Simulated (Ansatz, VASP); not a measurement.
# Two plane-wave programs on Cs4C

File INCAR:

```
ALGO = Normal ; EDIFF = 1E-6
ENCUT = 520 ; GGA = PE
ISIF = 2 ; ISMEAR = 0
LASPH = T ; LCHARG = T
LELF = T ; LREAL = F
LVHAR = T ; LWAVE = F
NBANDS = 28 ; NELM = 60
PREC = Accurate ; SIGMA = 0.1
```

KPOINTS

```
k-points
0
Gamma
  4 4 4
```

POSCAR

```
Cs4C
1.0
    6.1018995100      0.0000000000      0.0000000000
    0.0000000000      6.1018995100      0.0000000000
    0.0000000000      0.0000000000      6.1018995100
Cs C
4 1
Direct
    0.2591110300      0.2591110300      0.2591110300
    0.7408889700      0.7408889700      0.2591110300
    0.7408889700      0.2591110300      0.7408889700
    0.2591110300      0.7408889700      0.7408889700
    0.0000000000      0.0000000000      0.0000000000
```

Input for Ansatz:

```yaml
crystal:
  lattice:
    - [6.10189951, 0.0, 0.0]
    - [0.0, 6.10189951, 0.0]
    - [0.0, 0.0, 6.10189951]
  atoms:
    - { symbol: Cs, position: [0.25911103, 0.25911103, 0.25911103] }
    - { symbol: Cs, position: [0.74088897, 0.74088897, 0.25911103] }
    - { symbol: Cs, position: [0.74088897, 0.25911103, 0.74088897] }
    - { symbol: Cs, position: [0.25911103, 0.74088897, 0.74088897] }
    - { symbol: C, position: [0.0, 0.0, 0.0] }
basis:
  ecutwfc: 420
kpoints:
  mp_grid: { grid: [4, 4, 4] }
hamiltonian:
  xc: pbe
scf:
  occupations: { method: gaussian, width: 0.1 }
  lower_state_search: "off"
output:
  forces: true
  stress: true
  eigenvalues: true
```

Alike in both runs: task single point; functional PBE; k mesh 4 × 4 × 4; occupations gaussian, width 0.1 eV; no spin polarisation.

|  | VASP | Ansatz |
| --- | --- | --- |
| version | VASP 6.6.1 | Ansatz 0.2.0 |
| potentials or method | VASP PAW PBE potentials, release 64 (Cs_sv, C), cutoff 520 eV | scalar-relativistic, plane waves, PAW |
| valence electrons in the cell | 40 | 40 |

|  | VASP | Ansatz | Ansatz less VASP |
| --- | --- | --- | --- |
| gap on the k mesh at the Fermi level (eV) | none | none | - |
| pressure (GPa) | 2.9 | 2.7 | -0.14 |
| rms of the force components (eV/Å) | 0.113 | 0.086 | -0.0270 |

Atom by atom the forces differ by 0.027 eV/Å (rms over components). A gap of «none» marks a metal or a gap that the smearing closes.

Neither program's run includes spin-orbit coupling.
